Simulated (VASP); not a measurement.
# C in VASP: notebook, part 2 of 2

VASP 6.6.1.

**4. Single point, LDA**

This run uses another cell than the first one, of 33.42 Å³/atom, 1.060 times its volume.

INCAR

```
SYSTEM = C
PREC = Accurate
ENCUT = 520
EDIFF = 1E-6
ISMEAR = -1
SIGMA = 0.05
LREAL = .FALSE.
LASPH = .TRUE.
NELM = 100
ALGO = Normal
ISIF = 2
LWAVE = .FALSE.
LCHARG = .FALSE.
GGA = CA
NBANDS = 16
```

KPOINTS

```
Automatic mesh
0
G
  12 12 2
  0 0 0
```

POSCAR

```
C
1.0
    2.5044010599      0.0000000000      0.0000000000
   -1.2522005300      2.1688749392      0.0000000000
    0.0000000000      0.0000000000     24.6072952438
C
4
Direct
    0.6666666667      0.3333333333      0.5704754400
    0.3333333333      0.6666666667      0.4295245600
    0.0000000000      0.0000000000      0.4295312300
    0.0000000000      0.0000000000      0.5704687700
```

Potentials or basis: VASP PAW LDA potentials, release 64 (C).

Launch:

```bash
> cat potpaw_LDA.64/C/POTCAR > POTCAR
> mpirun -np 1 vasp_std > vasp.out
```

OUTCAR:

```text
SYSTEM = C
   PREC = Accurate
   ENCUT = 520
   EDIFF = 1E-6
   ISMEAR = -1
   LREAL = .FALSE.
   LASPH = .TRUE.
   NELM = 100
   ISIF = 2
   GGA = CA

 ion  position               nearest neighbor table
   1  0.667  0.333  0.570-   4 1.45   4 1.45   4 1.45
   2  0.333  0.667  0.430-   3 1.45   3 1.45   3 1.45
   3  0.000  0.000  0.430-   2 1.45   2 1.45   2 1.45
   4  0.000  0.000  0.570-   1 1.45   1 1.45   1 1.45

  LATTYP: Found a hexagonal cell.
 ALAT       =     2.5044010599
 C/A-ratio  =     9.8256208392

  Lattice vectors:

 A1 = (   2.5044010599,   0.0000000000,   0.0000000000)
 A2 = (  -1.2522005300,   2.1688749392,   0.0000000000)
 A3 = (   0.0000000000,   0.0000000000,  24.6072952438)

Analysis of symmetry for initial positions (statically):
=====================================================================
 Subroutine PRICEL returns:
 Original cell was already a primitive cell.

 Routine SETGRP: Setting up the symmetry group for a
 hexagonal supercell.

 Subroutine GETGRP returns: Found 12 space group operations
 (whereof 12 operations were pure point group operations)
 out of a pool of 24 trial point group operations.

The static configuration has the point symmetry D_3d.

Analysis of symmetry for dynamics (positions and initial velocities):
=====================================================================
 Subroutine PRICEL returns:
 Original cell was already a primitive cell.

 Routine SETGRP: Setting up the symmetry group for a
 hexagonal supercell.

 Subroutine GETGRP returns: Found 12 space group operations
 (whereof 12 operations were pure point group operations)
 out of a pool of 24 trial point group operations.

The dynamic configuration has the point symmetry D_3d.
[... 113 lines left out ...]
   PSTRESS=    0.0 pullay stress
   NELECT =      16.0000    total number of electrons
   NUPDOWN=      -1.0000    fix difference up-down
   EMIN   =  10.00;   EMAX   =-10.00  energy-range for DOS
   EFERMI =   0.00;   METHOD = LEGACY
   ISMEAR =    -1;   SIGMA  =   0.05  broadening in eV -4-tet -1-fermi 0-gaus
   EFERMI_NEDOS =   21; number of points for ismear=-14 and -15
   IALGO  =     38    algorithm
   IMIX   =      4    mixing-type and parameters
     AMIX     =   0.40;   BMIX     =  1.00
     AMIX_MAG =   1.60;   BMIX_MAG =  1.00
  volume/ion in A,a.u.               =      33.42       225.50
  Fermi-wavevector in a.u.,A,eV,Ry     =   0.806828  1.524683  8.856995  0.650971
  Thomas-Fermi vector in A             =   1.915333
   LORBIT       =      0    0 simple, 1 ext, 2 COOP (PROOUT), +10 PAW based schemes
   GGA     = CA    functional components
   LHFCALC =     F    Hartree Fock is set to
   AEXX    =    0.0000 exact exchange contribution
   IVDW    =     0    specifies the selected vdW correction
   LEPSILON=     F    determine dielectric tensor
   LRPA    =     F    only Hartree local field effects (RPA)
 non-spin polarized calculation
  energy-cutoff  :      520.00
  volume of cell :      133.66
 maximum number of plane-waves:      3636
 NGX is ok and might be reduce to    20

 number of electron      15.9999999 magnetization

 Free energy of the ion-electron system (eV)
  ---------------------------------------------------
  ext. energy  EPLUGINS =         0.00000000
  ---------------------------------------------------
  free energy    TOTEN  =       -40.25093977 eV

  energy without entropy =      -40.24896031  energy(sigma->0) =      -40.24995004

 E-fermi :  -2.2460     XC(G=0):  -3.2812

 val. band max:       -2.2460875220   @ k =   0.3333   0.3333   0.5000
 cond. band min:      -1.9454864063   @ k =   0.3333   0.3333   0.5000
 fundamental gap:      0.3006011157
 Fermi energy:        -2.2460098843

 k-point     1 :       0.0000    0.0000    0.0000
  band No.  band energies     occupation
      1     -21.2260      2.00000
      2     -21.0989      2.00000
      3     -10.0031      2.00000
      4      -9.1223      2.00000
      5      -5.2826      2.00000
      6      -5.2826      2.00000
[... 433 lines left out ...]
      3     -11.6400      2.00000
      4     -11.5849      2.00000
      5      -7.9076      2.00000
      6      -7.8867      2.00000
[... 8 lines left out ...]
     15       6.0902      0.00000
     16       6.4170      0.00000

 [... further k-points ...]
[... 5 lines left out ...]
  --------------------------------------------------------------------------------------
  -------------------------------------------------------------------------------------
  Total       -6.1077934     -6.1077934     -0.1466397      0.0000000      0.0000000     -0.0000000
  in kB      -73.2137498    -73.2137498     -1.7577607      0.0000000      0.0000000     -0.0000000
  external PRESSURE =     -49.3950868 kB  Pullay stress =       0.0000000 kB

 VOLUME and BASIS-vectors are now :
 -----------------------------------------------------------------------------
  energy-cutoff  :      520.00
  volume of cell :      133.66
      direct lattice vectors                 reciprocal lattice vectors
     2.504401060  0.000000000  0.000000000     0.399297068  0.230534270  0.000000000
    -1.252200530  2.168874939  0.000000000     0.000000000  0.461068539  0.000000000
     0.000000000  0.000000000 24.607295244     0.000000000  0.000000000  0.040638355

 POSITION                                       TOTAL-FORCE (eV/Angst)
 -----------------------------------------------------------------------------------
      1.25220      0.72296     14.03786         0.000000     -0.000000     -0.008363
     -0.00000      1.44592     10.56944        -0.000000      0.000000      0.008363
      0.00000      0.00000     10.56960        -0.000000      0.000000      0.026681
      0.00000      0.00000     14.03769         0.000000      0.000000     -0.026681
 -----------------------------------------------------------------------------------
    total drift:                               -0.000000      0.000000      0.000000

  FREE ENERGIE OF THE ION-ELECTRON SYSTEM (eV)
  ---------------------------------------------------
  free  energy   TOTEN  =       -40.2509397731 eV

  energy  without entropy=      -40.2489603141  energy(sigma->0) =      -40.24995004
```

OSZICAR:

```text
N       E                     dE             d eps       ncg     rms          rms(c)
DAV:   1     0.107558633667E+03    0.10756E+03   -0.61204E+03  1216   0.766E+02
DAV:   2    -0.300678991890E+02   -0.13763E+03   -0.12412E+03  1888   0.182E+02
DAV:   3    -0.424032749533E+02   -0.12335E+02   -0.12211E+02  1616   0.612E+01
[... 11 lines left out ...]
DAV:  15    -0.402508611957E+02   -0.16950E-03   -0.10451E-05  1472   0.113E-02    0.448E-03
DAV:  16    -0.402509138615E+02   -0.52666E-04   -0.13363E-06  1440   0.420E-03    0.232E-03
DAV:  17    -0.402509335924E+02   -0.19731E-04   -0.76157E-07  1368   0.306E-03    0.162E-03
DAV:  18    -0.402509389670E+02   -0.53746E-05   -0.13170E-07  1072   0.125E-03    0.766E-04
DAV:  19    -0.402509397731E+02   -0.80606E-06   -0.25426E-08  1096   0.772E-04
   1 F= -.40250940E+02 E0= -.40249950E+02  d E =-.197946E-02
```

stdout:

```text
POSCAR found type information on POSCAR C
 POSCAR found :  1 types and       4 ions
 scaLAPACK will be used
 LDA part: xc-table for (Slater(with rela. corr.)+CA(PZ))
 , standard interpolation
 POSCAR, INCAR and KPOINTS ok, starting setup
 FFT: planning ... GRIDC
 FFT: planning ... GRID_SOFT
 FFT: planning ... GRID
 WAVECAR not read
 entering main loop
```

Run time: 66 s. Hardware: 1 thread of Intel Xeon Platinum 8375C at 2.90GHz (Ice Lake), shared host; peak memory 0.23 GiB.

Results:

| Property | Result |
| --- | --- |
| Free energy | -40.2509 eV |
| Largest force | 0.027 eV/Å |
| Band gap on the k mesh | zero (filled and empty bands touch) |

Forces on the atoms (eV/Å):
```
C    0.000  0.000 -0.008
C    0.000  0.000  0.008
C    0.000  0.000  0.027
C    0.000  0.000 -0.027
```

**5. Single point, PBEsol**

This run uses another cell than the first one, of 33.42 Å³/atom, 1.060 times its volume.

INCAR, as its differences from that of step 4:

```diff
@@ -3,3 +3,3 @@
 ENCUT = 520
-EDIFF = 1E-6
+EDIFF = 1E-7
 ISMEAR = -1
@@ -13,3 +13,3 @@
 LCHARG = .FALSE.
-GGA = CA
+GGA = PS
 NBANDS = 16
```

KPOINTS is that of step 4.

POSCAR is that of step 4.

Potentials or basis: VASP PAW PBE potentials, release 64 (C).

Launch:

```bash
> cat potpaw_PBE.64/C/POTCAR > POTCAR
> mpirun -np 1 vasp_std > vasp.out
```

It took 84 s on 1 thread of Intel Xeon Platinum 8375C at 2.90GHz (Ice Lake), shared host; peak memory 0.27 GiB.

Results (log left out):

* Free energy: -38.4858 eV
* Largest force: 0.015 eV/Å
* Band gap on the k mesh: zero (filled and empty bands touch)

Forces on the atoms (eV/Å):
```
C    0.000  0.000  0.015
C    0.000  0.000 -0.015
C    0.000  0.000  0.001
C    0.000  0.000 -0.001
```

Levels at points of the mesh, in eV from the Fermi level:
| k point | band 4 | band 5 | band 6 | band 7 | band 8 | band 9 | band 10 | band 11 | band 12 | band 13 |
| --- | --- | --- | --- | --- | --- | --- | --- | --- | --- | --- |
| (0.00, 0.00, 0.00) | -6.90 | -3.01 | -3.01 | -3.00 | -3.00 | 3.64 | 4.06 | 4.61 | 5.27 | 5.57 |
| (0.50, 0.00, 0.00) | -12.91 | -6.27 | -6.25 | -2.44 | -2.13 | 1.50 | 1.81 | 6.83 | 6.99 | 11.07 |
| (0.00, 0.00, 0.50) | -6.90 | -3.01 | -3.01 | -3.00 | -3.00 | 3.64 | 4.05 | 4.69 | 5.03 | 6.04 |
| (0.50, 0.00, 0.50) | -12.91 | -6.27 | -6.25 | -2.44 | -2.13 | 1.50 | 1.81 | 6.83 | 6.99 | 11.07 |

Caveat: the PAW data sets were made with another functional, which shifts forces and pressure a little.

**6. Single point, r2SCAN**

This run uses another cell than the first one, of 29.63 Å³/atom, 0.940 times its volume.

POSCAR

```
C
1.0
    2.4060863447      0.0000000000      0.0000000000
   -1.2030431724      2.0837318983      0.0000000000
    0.0000000000      0.0000000000     23.6412921296
C
4
Direct
    0.6666666667      0.3333333333      0.5704754400
    0.3333333333      0.6666666667      0.4295245600
    0.0000000000      0.0000000000      0.4295312300
    0.0000000000      0.0000000000      0.5704687700
```

INCAR.step1

```
PREC     = Accurate       # precision mode
ENCUT    = 520            # plane-wave cutoff, eV
ISMEAR   = -1             # smearing method
SIGMA    = 0.05           # smearing width, eV
LREAL    = F              # projectors in reciprocal space
LASPH    = T              # aspherical terms in the spheres
NELM     = 60             # most SCF steps
NBANDS   = 16             # bands
GGA      = PE             # functional
ALGO     = Normal         # electronic algorithm
EDIFF    = 1E-4           # SCF threshold, eV
LWAVE    = T              # write WAVECAR
LCHARG   = F              # write CHGCAR
```

INCAR.step2

```
PREC     = Accurate       # precision mode
ENCUT    = 520            # plane-wave cutoff, eV
EDIFF    = 1E-6           # SCF threshold, eV
ISMEAR   = -1             # smearing method
SIGMA    = 0.05           # smearing width, eV
LREAL    = F              # projectors in reciprocal space
LASPH    = T              # aspherical terms in the spheres
NELM     = 60             # most SCF steps
ALGO     = Normal         # electronic algorithm
ISIF     = 2              # what is computed and relaxed
LWAVE    = F              # write WAVECAR
LCHARG   = F              # write CHGCAR
METAGGA  = R2SCAN         # meta-GGA
LMIXTAU  = T            
NBANDS   = 16             # bands
ISTART   = 1
```

KPOINTS

```
regular mesh
0
Gamma
  12 12 2
```

Potentials or basis: VASP PAW PBE potentials, release 64 (C).

Launch:

```bash
> cat potpaw_PBE.64/C/POTCAR > POTCAR
> cp INCAR.step1 INCAR
> mpirun -np 1 vasp_std > vasp.out
> cp INCAR.step2 INCAR
> mpirun -np 1 vasp_std > vasp.out
```

Run time: 5.7 min. Hardware: 1 thread of Intel Xeon Platinum 8375C at 2.90GHz (Ice Lake), shared host; peak memory 0.25 GiB.

Results (log left out):

```
Free energy            : -39.5763 eV
Largest force          : 0.029 eV/Å
Band gap on the k mesh : zero (filled and empty bands touch)
```

Forces in eV/Å, atoms in the order of the input:
```
C    0.000  0.000  0.029
C    0.000  0.000 -0.029
C    0.000  0.000 -0.015
C    0.000  0.000  0.015
```

Levels at points of the mesh, in eV from the Fermi level:
```
           k point  band 5  band 6  band 7  band 8  band 9  band 10  band 11  band 12
(0.00, 0.00, 0.00)   -3.19   -3.19   -3.18   -3.18    3.58     3.97     4.33     5.10
(0.50, 0.00, 0.00)   -7.02   -7.00   -2.86   -2.49    1.67     2.07     8.31     8.53
(0.00, 0.00, 0.50)   -3.19   -3.19   -3.18   -3.18    3.59     3.92     4.45     4.86
(0.50, 0.00, 0.50)   -7.02   -7.00   -2.86   -2.49    1.67     2.07     8.31     8.53
```

Caveat: the PAW data sets were made with another functional, which shifts forces and pressure a little.

**7. The runs side by side**

```csv
level,potentials or basis,cell,gap on the mesh (eV),largest force (eV/Å)
PBE,"VASP PAW PBE potentials, release 64 (C)","a = 2.456, b = 2.456, c = 24.134 Å, angles 90.0, 90.0, 120.0°, 4 atoms",0.61,4.56
LDA,"VASP PAW LDA potentials, release 64 (C)","a = 2.504, b = 2.504, c = 24.607 Å, angles 90.0, 90.0, 120.0°, 4 atoms",none,0.03
PBEsol,"VASP PAW PBE potentials, release 64 (C)","a = 2.504, b = 2.504, c = 24.607 Å, angles 90.0, 90.0, 120.0°, 4 atoms",none,0.02
r2SCAN,"VASP PAW PBE potentials, release 64 (C)","a = 2.406, b = 2.406, c = 23.641 Å, angles 90.0, 90.0, 120.0°, 4 atoms",none,0.03
```

Some of these runs hold the atoms at other places in the same cell, which the table doesn't show; runs alike in all that it shows share one row.

Alike in all rows: task single point; no spin polarisation; k mesh 12 × 12 × 2; cutoff (eV) 520; smearing fermi-dirac 0.05 eV.

Caveats: the PAW data sets were made with another functional, which shifts forces and pressure a little (some runs).

Absolute energies hang on the potentials; compare differences alone.
